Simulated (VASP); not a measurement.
Here is a VASP 6.6.1 calculation.

INCAR

```
SYSTEM = HfB
  PREC = Accurate
  ENCUT = 520
  EDIFF = 1E-6
  ISMEAR = 0
  SIGMA = 0.05
  LREAL = .False.
  LASPH = .True.
  NELM = 80
  ALGO = Normal
  ISIF = 2
  LWAVE = .False.
  LCHARG = .False.
  GGA = PE
  NBANDS = 21
```

Contents of KPOINTS:

```
regular mesh
0
Gamma
  9 9 9
  0 0 0
```

The input POSCAR:

```
HfB
1.0
   -0.0005680829      2.4202983092      2.4201226892
    2.4201677128     -0.0003524776      2.4199070840
    4.8256879006      4.8255178830      0.0139425698
Hf B
2 2
Direct
    0.5058807329      0.4968026772      0.2472561690
    0.5058682338      0.4967832268      0.7472568104
    0.0058934768     -0.0032176344     -0.0027519888
    0.0058676442     -0.0032181039      0.4972698271
```

Potentials or basis: VASP PAW PBE potentials, release 64 (Hf_pv, B).

Run with:

```sh
$ cat potpaw_PBE.64/Hf_pv/POTCAR potpaw_PBE.64/B/POTCAR > POTCAR
$ mpirun -np 1 vasp_std > vasp.out
```

**Question.** Estimate the band gap on the k mesh.

**Answer.** Zero (bands 13 and 14 overlap by 2.72 eV).

**Question.** Predict the pressure.

**Answer.** 0.1 GPa.

Caveat: spin-orbit coupling is left out, which moves the levels of the heavy elements.
